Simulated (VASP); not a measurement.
Input of a VASP 6.6.1 run:

Contents of INCAR:

```
SYSTEM = SnPtSe3
  PREC = Accurate
  ENCUT = 500
  EDIFF = 1E-6
  ISMEAR = 0
  SIGMA = 0.2
  LREAL = .False.
  LASPH = .True.
  NELM = 120
  ALGO = Normal
  ISIF = 2
  LWAVE = .False.
  LCHARG = .True.
  GGA = PE
  LELF = .True.
  LVHAR = .True.
  NBANDS = 53
  GGA_COMPAT = .False.
```

Contents of KPOINTS:

```
regular mesh
0
Gamma
  4 4 2
  0 0 0
```

POSCAR

```
SnPtSe3
1.0
    5.0088553254      0.0000000000      0.0000000000
    0.0000000000      5.0088553254      0.0000000000
    0.0000000000      0.0000000000     10.0177106509
Sn Pt Se
2 2 6
Direct
    1.0000000000      0.0000000000      0.0000000000
    0.0000000000      0.0000000000      0.5000000000
    0.5000000000      0.5000000000      0.2500000000
    0.5000000000      0.5000000000      0.7500000000
    0.5000000000      0.5000000000      0.5000000000
    0.5000000000      0.5000000000      1.0000000000
    0.0000000000      0.5000000000      0.2500000000
    0.0000000000      0.5000000000      0.7500000000
    0.5000000000      0.0000000000      0.2500000000
    0.5000000000      0.0000000000      0.7500000000
```

Potentials or basis: VASP PAW PBE potentials, release 64 (Sn_d, Pt, Se).

Run with:

```console
$ cat potpaw_PBE.64/Sn_d/POTCAR potpaw_PBE.64/Pt/POTCAR potpaw_PBE.64/Se/POTCAR > POTCAR
$ mpirun -np 1 vasp_std > vasp.out
```

(1) Predict the band gap on the k mesh.

(2) Predict the pressure.

## Answers

(1) zero (bands 42 and 43 overlap by 1.17 eV).

(2) -0.1 GPa.

Caveat: spin-orbit coupling is left out, which moves the levels of the heavy elements.
